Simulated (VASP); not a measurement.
Wanted: the native input for a VASP 6.6.1 run.

```yaml
Task: single point
Functional: PBE
Potentials_or_basis: VASP PAW PBE potentials, release 64 (Li_sv, H)
Cutoff: 520 eV
k_mesh: 6 × 6 × 6
Occupations: gaussian, width 0.01 eV
Spin: no spin polarisation
Dipole_correction: no
Further_INCAR_settings: ALGO = Normal; EDIFF = 1e-06; NBANDS = 9
```

The structure of LiH lies in POSCAR:

```
LiH
1.0
    2.5016587116      0.0000000000      0.0000000000
    0.0000000000      2.5016587116      0.0000000000
    0.0000000000      0.0000000000      2.5016587116
Li H
1 1
Direct
    0.0000000000      0.0000000000      0.0000000000
    0.5000000000      0.5000000000      0.5000000000
```

One way to write it, as run:

INCAR

```
ALGO = Normal
EDIFF = 1E-6
ENCUT = 520
GGA = PE
ISIF = 2
ISMEAR = 0
LASPH = True
LCHARG = False
LREAL = False
LWAVE = False
NBANDS = 9
NELM = 80
PREC = Accurate
SIGMA = 0.01
```

KPOINTS

```
k-points
0
Gamma
  6 6 6
```

Potentials or basis: VASP PAW PBE potentials, release 64 (Li_sv, H).

Command:

```sh
$ cat potpaw_PBE.64/Li_sv/POTCAR potpaw_PBE.64/H/POTCAR > POTCAR
$ mpirun -np 1 vasp_std > vasp.out
```

It gave:

The band gap on the k mesh is 0.72 eV, indirect (least direct gap 4.20 eV).

It took 6.2 s on 1 thread of AMD EPYC 7R13, with other jobs on the host, peak memory 0.09 GiB.
